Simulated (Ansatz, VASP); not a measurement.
One calculation of Cu, two programs

```
CELL_PARAMETERS angstrom
5.03937 0.00000 0.00000
0.00000 5.03937 0.00000
0.00000 0.00000 25.59256
ATOMIC_POSITIONS crystal
Cu 0.25000 0.25000 0.31259
Cu 0.25000 0.75000 0.31259
Cu 0.75000 0.25000 0.31259
Cu 0.75000 0.75000 0.31259
Cu 0.50000 0.50000 0.38221
Cu 0.50000 0.00000 0.38221
Cu 0.00000 0.50000 0.38221
Cu 0.00000 0.00000 0.38221
Cu 0.74991 0.75170 0.45376
Cu 0.74996 0.25201 0.45249
Cu 0.24998 0.75069 0.45307
Cu 0.25001 0.25101 0.45181
Cu 0.00310 0.00097 0.52422
Cu 0.00244 0.50327 0.52448
Cu 0.49748 0.00130 0.52427
Cu 0.49728 0.50354 0.52453
```

Alike in both runs: task single point; functional PBE; dispersion D3(BJ); k mesh 4 × 4 × 1; occupations gaussian, width 0.1 eV; no spin polarisation.

|  | VASP | Ansatz |
| --- | --- | --- |
| version | VASP 6.6.1 | Ansatz 0.2.0 |
| potentials or method | VASP PAW PBE potentials, release 64 (Cu), cutoff 520 eV | scalar-relativistic, plane waves, PAW |
| valence electrons in the cell | 176 | 304 |

```csv
,VASP,Ansatz,Ansatz less VASP
gap on the k mesh at the Fermi level (eV),none,none,-
rms of the force components (eV/Å),0.128,0.132,+0.0046
"work function, face that differs most (eV)",4.52,4.55,+0.030
```

Atom by atom the forces differ by 0.010 eV/Å (rms over components). A gap of «none» marks a metal or a gap that the smearing closes. VASP's potentials hold 176 valence electrons a cell and Ansatz's 304, so a difference there can come from the potentials and not from the codes.
